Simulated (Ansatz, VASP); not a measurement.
Two plane-wave programs on W

```
CELL_PARAMETERS angstrom
0.00000 2.31510 2.31510
2.31510 0.00000 2.31510
2.31510 2.31510 0.00000
ATOMIC_POSITIONS crystal
W 0.87500 0.87500 0.87500
W 0.12500 0.12500 0.12500
```

Change from the starting cell: volume scaled by 0.52, PAW files.

Alike in both runs: task single point; functional PBEsol; k mesh 14 × 14 × 14; occupations fermi-dirac, width 0.1 eV; no spin polarisation.

|  | VASP | Ansatz |
| --- | --- | --- |
| version | VASP 6.6.1 | Ansatz 0.2.0 |
| potentials or method | VASP PAW PBE potentials, release 64 (W_sv) | PAW with Ansatz's default frozen-core files, scalar-relativistic |
| plane-wave cutoff (eV) | 520 | 420 |
| valence electrons in the cell | 28 | 28 |

Ansatz gave:

- pressure (GPa): 314.4

**Question.** Which values does VASP return?

**Answer.** Pressure (GPa): 333.6.

VASP's potentials were made for PBE, not for PBEsol. Both programs put the cell under a high pressure, so it lies far from rest at this level.

Neither program's run includes spin-orbit coupling. Noted on VASP's run: the cell as given lies far from equilibrium.
